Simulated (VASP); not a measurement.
# Te2Mo in VASP: settings compared

Aim: see how the results for Te2Mo move with the level of theory and the settings. Levels: revPBE, LDA, PBE, PBEsol+D3(BJ), RPBE+D4. Tasks: single point.

Everything below comes from runs of VASP 6.6.1. Logs are shortened: lines on timing, memory, paths and dates and some standing lists are left out, and cuts for length are marked.

**1. The cell of the first run**

The cell holds a slab with vacuum, 12 atoms: a = 3.581 Å, b = 3.581 Å, c = 42.753 Å, α = 90.00°, β = 90.00°, γ = 120.00°.

**2. Single point, revPBE**

The input, INCAR:

```
  ALGO = Normal
  EDIFF = 1E-7
  ENCUT = 520
  GGA = RE
  ISIF = 2
  ISMEAR = -1
  LASPH = True
  LCHARG = False
  LREAL = False
  LWAVE = False
  NBANDS = 64
  NELM = 80
  PREC = Accurate
  SIGMA = 0.05
```

The input, KPOINTS:

```
k-points
0
Gamma
  7 7 1
```

The input, POSCAR:

```
Te2Mo
1.0
    3.5814816637      0.0000000000      0.0000000000
   -1.7907408319      3.1016541040      0.0000000000
    0.0000000000      0.0000000000     42.7531360402
Te Mo
8 4
Direct
    0.3333333333      0.6666666667      0.3731175993
    0.3333333333      0.6666666667      0.9330930587
    0.6666666667      0.3333333333      0.1514700062
    0.6666666667      0.3333333333      0.7114599107
    0.6666666667      0.3333333333      0.0669069413
    0.6666666667      0.3333333333      0.6268824007
    0.3333333333      0.6666666667      0.2885400893
    0.3333333333      0.6666666667      0.8485299938
    0.6666666667      0.3333333333      0.3308270736
    0.6666666667      0.3333333333      0.8908110599
    0.3333333333      0.6666666667      0.1091889401
    0.3333333333      0.6666666667      0.6691729264
```

Potentials or basis: VASP PAW PBE potentials, release 64 (Te, Mo_sv).

Launch:

```
$ cat potpaw_PBE.64/Te/POTCAR potpaw_PBE.64/Mo_sv/POTCAR > POTCAR
$ mpirun -np 1 vasp_std > vasp.out
```

OUTCAR:

```text
EDIFF = 1E-7
   ENCUT = 520
   GGA = RE
   ISIF = 2
   ISMEAR = -1
   LASPH = True
   LREAL = False
   NELM = 80
   PREC = Accurate

 ion  position               nearest neighbor table
   1  0.333  0.667  0.373-   9 2.75   9 2.75   9 2.75   7 3.62
   2  0.333  0.667  0.933-  10 2.75  10 2.75  10 2.75   8 3.62
   3  0.667  0.333  0.151-  11 2.75  11 2.75  11 2.75   5 3.62
   4  0.667  0.333  0.711-  12 2.75  12 2.75  12 2.75   6 3.62
   5  0.667  0.333  0.067-  11 2.75  11 2.75  11 2.75   3 3.62
   6  0.667  0.333  0.627-  12 2.75  12 2.75  12 2.75   4 3.62
   7  0.333  0.667  0.289-   9 2.75   9 2.75   9 2.75   1 3.62
   8  0.333  0.667  0.849-  10 2.75  10 2.75  10 2.75   2 3.62
   9  0.667  0.333  0.331-   7 2.75   7 2.75   7 2.75   1 2.75   1 2.75   1 2.75
  10  0.667  0.333  0.891-   8 2.75   8 2.75   8 2.75   2 2.75   2 2.75   2 2.75
  11  0.333  0.667  0.109-   3 2.75   3 2.75   3 2.75   5 2.75   5 2.75   5 2.75
  12  0.333  0.667  0.669-   4 2.75   4 2.75   4 2.75   6 2.75   6 2.75   6 2.75

  LATTYP: Found a hexagonal cell.
 ALAT       =     3.5814816637
 C/A-ratio  =    11.9372762601

  Lattice vectors:

 A1 = (   3.5814816637,   0.0000000000,   0.0000000000)
 A2 = (  -1.7907408319,   3.1016541040,   0.0000000000)
 A3 = (   0.0000000000,   0.0000000000,  42.7531360402)

Analysis of symmetry for initial positions (statically):
=====================================================================
 Subroutine PRICEL returns:
 Original cell was already a primitive cell.

 Routine SETGRP: Setting up the symmetry group for a
 hexagonal supercell.

 Subroutine GETGRP returns: Found 12 space group operations
 (whereof 12 operations were pure point group operations)
 out of a pool of 24 trial point group operations.

The static configuration has the point symmetry D_3d.

Analysis of symmetry for dynamics (positions and initial velocities):
=====================================================================
 Subroutine PRICEL returns:
 Original cell was already a primitive cell.

 Routine SETGRP: Setting up the symmetry group for a
 hexagonal supercell.

 Subroutine GETGRP returns: Found 12 space group operations
 (whereof 12 operations were pure point group operations)
 out of a pool of 24 trial point group operations.

The dynamic configuration has the point symmetry D_3d.

 Subroutine INISYM returns: Found 12 space group operations
 (whereof 12 operations are pure point group operations),
 and found     1 'primitive' translations

----------------------------------------------------------------------------------------

                                     Primitive cell

  volume of cell :     474.9240

  direct lattice vectors                    reciprocal lattice vectors
     3.581481664  0.000000000  0.000000000     0.279214050  0.161204307  0.000000000
    -1.790740832  3.101654104  0.000000000     0.000000000  0.322408614  0.000000000
     0.000000000  0.000000000 42.753136040     0.000000000  0.000000000  0.023390097

  length of vectors
     3.581481664  3.581481664 42.753136040     0.322408614  0.322408614  0.023390097

  position of ions in fractional coordinates (direct lattice)
     0.333333333  0.666666667  0.373117599
     0.333333333  0.666666667  0.933093059
     0.666666667  0.333333333  0.151470006
     0.666666667  0.333333333  0.711459911
     0.666666667  0.333333333  0.066906941
     0.666666667  0.333333333  0.626882401
     0.333333333  0.666666667  0.288540089
     0.333333333  0.666666667  0.848529994
     0.666666667  0.333333333  0.330827074
     0.666666667  0.333333333  0.890811060
     0.333333333  0.666666667  0.109188940
     0.333333333  0.666666667  0.669172926

  ion indices of the primitive-cell ions
   primitive index   ion index
                 1           1
                 2           2
                 3           3
                 4           4
                 5           5
                 6           6
                 7           7
                 8           8
                 9           9
                10          10
                11          11
                12          12

----------------------------------------------------------------------------------------

 KPOINTS: k-points

Automatic generation of k-mesh.
 Grid dimensions read from file:
 generate k-points for:    7    7    1

 Generating k-lattice:

  Cartesian coordinates                     Fractional coordinates (reciprocal lattice)
     0.039887721  0.023029187  0.000000000     0.142857143  0.000000000  0.000000000
     0.000000000  0.046058373  0.000000000     0.000000000  0.142857143  0.000000000
     0.000000000  0.000000000  0.023390097     0.000000000  0.000000000  1.000000000

  Length of vectors
     0.046058373  0.046058373  0.023390097

  Shift w.r.t. Gamma in fractional coordinates (k-lattice)
     0.000000000  0.000000000  0.000000000

 Subroutine IBZKPT returns following result:
 ===========================================

 Found      8 irreducible k-points:

 Following reciprocal coordinates:
            Coordinates               Weight
  0.000000  0.000000  0.000000      1.000000
  0.142857 -0.000000  0.000000      6.000000
  0.285714 -0.000000  0.000000      6.000000
  0.428571  0.000000  0.000000      6.000000
  0.142857  0.142857  0.000000      6.000000
  0.285714  0.142857  0.000000     12.000000
  0.428571  0.142857  0.000000      6.000000
  0.285714  0.285714  0.000000      6.000000
   k-points           NKPTS =      8   k-points in BZ     NKDIM =      8   number of bands    NBANDS=     64
   number of dos      NEDOS =    301   number of ions     NIONS =     12
   total plane-waves  NPLWV = 250880
   dimension x,y,z NGX =    28 NGY =   28 NGZ =  320
   dimension x,y,z NGXF=    56 NGYF=   56 NGZF=  640
   ions per type =               8   4
   NGX,Y,Z   is equivalent  to a cutoff of  13.00, 13.00, 12.44 a.u.
   NGXF,Y,Z  is equivalent  to a cutoff of  25.99, 25.99, 24.89 a.u.
 SYSTEM =  unknown system
   PREC   = accura    normal or accurate (medium, high low for compatibility)
   ISTART =      0    job   : 0-new  1-cont  2-samecut
   ICHARG =      2    charge: 1-file 2-atom 10-const
   ISPIN  =      1    spin polarized calculation?
   LNONCOLLINEAR =      F non collinear calculations
   LSORBIT =      F    spin-orbit coupling
   LASPH  =      T    aspherical Exc in radial PAW
   ENCUT  =  520.0 eV  38.22 Ry    6.18 a.u.   6.66  6.66 79.49*2*pi/ulx,y,z
   NELM   =     80;   NELMIN=  2; NELMDL= -5     # of ELM steps
   EDIFF  = 0.1E-06   stopping-criterion for ELM
   LREAL  =      F    real-space projection
   EDIFFG = 0.1E-05   stopping-criterion for IOM
   NSW    =      0    number of steps for IOM
   IBRION =     -1    ionic relax: 0-MD 1-quasi-New 2-CG
   NFREE  =      0    steps in history (QN), initial steepest desc. (CG)
   ISIF   =      2    stress and relaxation
   ISYM   =      2    0-nonsym 1-usesym 2-fastsym
   POTIM  = 0.5000    time-step for ionic-motion
   TEBEG  =    0.0;   TEEND  =   0.0 temperature during run
   PSTRESS=    0.0 pullay stress
   NELECT =     104.0000    total number of electrons
   NUPDOWN=      -1.0000    fix difference up-down
   EMIN   =  10.00;   EMAX   =-10.00  energy-range for DOS
   EFERMI =   0.00;   METHOD = LEGACY
   ISMEAR =    -1;   SIGMA  =   0.05  broadening in eV -4-tet -1-fermi 0-gaus
   EFERMI_NEDOS =   21; number of points for ismear=-14 and -15
   IALGO  =     38    algorithm
   IMIX   =      4    mixing-type and parameters
     AMIX     =   0.40;   BMIX     =  1.00
     AMIX_MAG =   1.60;   BMIX_MAG =  1.00
  volume/ion in A,a.u.               =      39.58       267.08
  Fermi-wavevector in a.u.,A,eV,Ry     =   0.986759  1.864705 13.247912  0.973694
  Thomas-Fermi vector in A             =   2.118164
   LORBIT       =      0    0 simple, 1 ext, 2 COOP (PROOUT), +10 PAW based schemes
   GGA     = RE    functional components
   LHFCALC =     F    Hartree Fock is set to
   AEXX    =    0.0000 exact exchange contribution
   IVDW    =     0    specifies the selected vdW correction
   LEPSILON=     F    determine dielectric tensor
   LRPA    =     F    only Hartree local field effects (RPA)
 non-spin polarized calculation
  energy-cutoff  :      520.00
  volume of cell :      474.92
 maximum number of plane-waves:     12915
 NGX is ok and might be reduce to    28
   NGX = 13   NGY = 13   NGZ =159

 number of electron     104.0000003 magnetization

 Free energy of the ion-electron system (eV)
  ---------------------------------------------------
  ext. energy  EPLUGINS =         0.00000000
  ---------------------------------------------------
  free energy    TOTEN  =       -68.05228412 eV

  energy without entropy =      -68.05228161  energy(sigma->0) =      -68.05228287

 E-fermi :   3.8521     XC(G=0):  -7.2944

 val. band max:        3.1796479940   @ k =   0.2857   0.2857   0.0000
 cond. band min:       4.5198967207   @ k =   0.2857   0.2857   0.0000
 fundamental gap:      1.3402487267
 Fermi energy:         3.8521352101

 k-point     1 :       0.0000    0.0000    0.0000
  band No.  band energies     occupation
      1     -57.4063      2.00000
      2     -57.4063      2.00000
      3     -57.4063      2.00000
      4     -57.4063      2.00000
      5     -31.5343      2.00000
      6     -31.5343      2.00000
[... 56 lines left out ...]
     63       6.5478      0.00000
     64       6.5484      0.00000

 k-point     2 :       0.1429   -0.0000    0.0000
  band No.  band energies     occupation
      1     -57.4049      2.00000
      2     -57.4049      2.00000
      3     -57.4049      2.00000
      4     -57.4049      2.00000
      5     -31.5300      2.00000
      6     -31.5300      2.00000
[... 391 lines left out ...]
     63       5.9207      0.00000
     64       5.9301      0.00000

 k-point     8 :       0.2857    0.2857    0.0000
  band No.  band energies     occupation
      1     -57.3982      2.00000
      2     -57.3982      2.00000
      3     -57.3982      2.00000
      4     -57.3982      2.00000
      5     -31.5387      2.00000
      6     -31.5387      2.00000
[... 56 lines left out ...]
     63       5.4656      0.00000
     64       5.4762      0.00000

------------------------ aborting loop because EDIFF is reached ----------------------------------------

  FORCE on cell =-STRESS in cart. coord.  units (eV):
  Direction    XX          YY          ZZ          XY          YZ          ZX
  --------------------------------------------------------------------------------------
  -------------------------------------------------------------------------------------
  Total       -0.1359823     -0.1359823      0.1251017      0.0000000      0.0000000      0.0000000
  in kB       -0.4587424     -0.4587424      0.4220363      0.0000000      0.0000000      0.0000000
  external PRESSURE =      -0.1651495 kB  Pullay stress =       0.0000000 kB

 VOLUME and BASIS-vectors are now :
 -----------------------------------------------------------------------------
  energy-cutoff  :      520.00
  volume of cell :      474.92
      direct lattice vectors                 reciprocal lattice vectors
     3.581481664  0.000000000  0.000000000     0.279214050  0.161204307  0.000000000
    -1.790740832  3.101654104  0.000000000     0.000000000  0.322408614  0.000000000
     0.000000000  0.000000000 42.753136040     0.000000000  0.000000000  0.023390097

 POSITION                                       TOTAL-FORCE (eV/Angst)
 -----------------------------------------------------------------------------------
     -0.00000      2.06777     15.95195        -0.000000      0.000000      0.004268
     -0.00000      2.06777     39.89265        -0.000000      0.000000      0.003338
      1.79074      1.03388      6.47582        -0.000000      0.000000      0.005243
      1.79074      1.03388     30.41714        -0.000000      0.000000      0.001301
      1.79074      1.03388      2.86048         0.000000     -0.000000     -0.003338
      1.79074      1.03388     26.80119        -0.000000      0.000000     -0.004268
     -0.00000      2.06777     12.33599        -0.000000      0.000000     -0.001301
     -0.00000      2.06777     36.27732         0.000000     -0.000000     -0.005243
      1.79074      1.03388     14.14389         0.000000     -0.000000      0.002477
      1.79074      1.03388     38.08497        -0.000000     -0.000000      0.000046
     -0.00000      2.06777      4.66817         0.000000      0.000000     -0.000046
     -0.00000      2.06777     28.60924        -0.000000      0.000000     -0.002477
 -----------------------------------------------------------------------------------
    total drift:                                0.000000     -0.000000      0.000000

  FREE ENERGIE OF THE ION-ELECTRON SYSTEM (eV)
  ---------------------------------------------------
  free  energy   TOTEN  =       -68.0522841248 eV

  energy  without entropy=      -68.0522816079  energy(sigma->0) =      -68.05228287
```

Wall time 17 min (1 thread of Intel Xeon 8259CL, shared host); peak memory 0.63 GiB.

What came out:

```
Free energy            : -68.0523 eV
Largest force          : 0.005 eV/Å
Band gap on the k mesh : 1.34 eV, direct
```

Forces in eV/Å, atoms in the order of the input:
```
Te   0.000  0.000  0.004
Te   0.000  0.000  0.003
Te   0.000  0.000  0.005
Te   0.000  0.000  0.001
Te   0.000  0.000 -0.003
Te   0.000  0.000 -0.004
Te   0.000  0.000 -0.001
Te   0.000  0.000 -0.005
Mo   0.000  0.000  0.002
Mo   0.000  0.000  0.000
Mo   0.000  0.000  0.000
Mo   0.000  0.000 -0.002
```

Levels at points of the mesh, in eV from the valence-band top:
```
           k point  band 50  band 51  band 52  band 53  band 54  band 55
(0.00, 0.00, 0.00)    -0.26    -0.23    -0.20     3.10     3.10     3.10
```

Caveat: the PAW data sets were made with another functional, which shifts forces and pressure a little; spin-orbit coupling is left out, which moves the levels of the heavy elements.

**3. Single point, LDA**

This run uses another cell than the first one, of 32.16 Å³/atom, 0.813 times its volume.

The input, INCAR:

```
SYSTEM = Te2Mo
  PREC = Accurate
  ENCUT = 520
  EDIFF = 1E-6
  ISMEAR = -1
  SIGMA = 0.05
  LREAL = .FALSE.
  LASPH = .TRUE.
  NELM = 100
  ALGO = Normal
  ISIF = 2
  LWAVE = .FALSE.
  LCHARG = .FALSE.
  NBANDS = 64
```

The input, KPOINTS:

```
Automatic mesh
0
G
  7 7 1
  0 0 0
```

The input, POSCAR:

```
Te2Mo
1.0
    3.4718012265      0.0000000000      0.0000000000
   -1.7359006133      3.0066680591      0.0000000000
    0.0000000000      0.0000000000     36.9702585379
Te Mo
8 4
Direct
    0.3333333333      0.6666666667      0.3276779236
    0.3333333333      0.6666666667      0.9554517864
    0.6666666667      0.3333333333      0.1417401730
    0.6666666667      0.3333333333      0.7694133469
    0.6666666667      0.3333333333      0.0445482136
    0.6666666667      0.3333333333      0.6723220764
    0.3333333333      0.6666666667      0.2305866531
    0.3333333333      0.6666666667      0.8582598270
    0.6666666667      0.3333333333      0.2792116289
    0.6666666667      0.3333333333      0.9068557304
    0.3333333333      0.6666666667      0.0931442696
    0.3333333333      0.6666666667      0.7207883711
```

Potentials or basis: VASP PAW LDA potentials, release 64 (Te, Mo_sv).

Launch:

```
$ cat potpaw_LDA.64/Te/POTCAR potpaw_LDA.64/Mo_sv/POTCAR > POTCAR
$ mpirun -np 1 vasp_std > vasp.out
```

It took 7.8 min on 1 thread of AMD EPYC 7R13 (Zen 3), shared host; peak memory 0.43 GiB.

The run converged. Its results:

* Free energy: -82.3676 eV
* Largest force: 0.057 eV/Å
* Band gap on the k mesh: 0.86 eV, indirect (least direct gap 1.34 eV)

Forces on the atoms (eV/Å):
```
Te   0.000  0.000  0.057
Te   0.000  0.000  0.057
Te   0.000  0.000  0.056
Te   0.000  0.000  0.057
Te   0.000  0.000 -0.057
Te   0.000  0.000 -0.057
Te   0.000  0.000 -0.057
Te   0.000  0.000 -0.056
Mo   0.000  0.000 -0.001
Mo   0.000  0.000  0.000
Mo   0.000  0.000  0.000
Mo   0.000  0.000  0.001
```

Levels at points of the mesh, in eV from the valence-band top:
| k point | band 49 | band 50 | band 51 | band 52 | band 53 | band 54 | band 55 | band 56 |
| --- | --- | --- | --- | --- | --- | --- | --- | --- |
| (0.00, 0.00, 0.00) | -1.01 | -0.15 | -0.05 | 0.00 | 3.03 | 3.03 | 3.06 | 3.06 |

Caveat: spin-orbit coupling is left out, which moves the levels of the heavy elements.

[end of part 1 of 2]
